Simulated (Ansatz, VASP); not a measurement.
# LiF: VASP beside Ansatz

```
Li F
1.0
     0.00000    1.99478    1.99478
     1.99478    0.00000    1.99478
     1.99478    1.99478    0.00000
Li F
1 1
Direct
  0.00000 0.00000 0.00000
  0.50000 0.50000 0.50000
```

Alike in both runs: functional r2SCAN; k mesh 10 × 10 × 10; occupations gaussian, width 0.02 eV; no spin polarisation.

Ansatz relaxed the structure, and its values are those at the end. VASP's run is a single point on that final structure, the one shown.

|  | VASP | Ansatz |
| --- | --- | --- |
| version | VASP 6.6.1 | Ansatz 0.2.0 |
| potentials or method | VASP PAW PBE potentials, release 64 (Li_sv, F), cutoff 520 eV | scalar-relativistic, plane waves, PAW |
| valence electrons in the cell | 10 | 10 |

VASP gave:

| Quantity | Value |
| --- | --- |
| gap on the k mesh at the Fermi level (eV) | 10.55 |
| least direct gap on the mesh (eV) | 10.55 |

Task: Estimate Ansatz's values.

Result: gap on the k mesh at the Fermi level (eV): 10.34; least direct gap on the mesh (eV): 10.34.

VASP's potentials were made for PBE, not for r2SCAN. The functional is the same, so the differences come from potentials, cutoffs and numerics.

Noted on VASP's run: the cutoff is short for stress, so the pressure is rough.
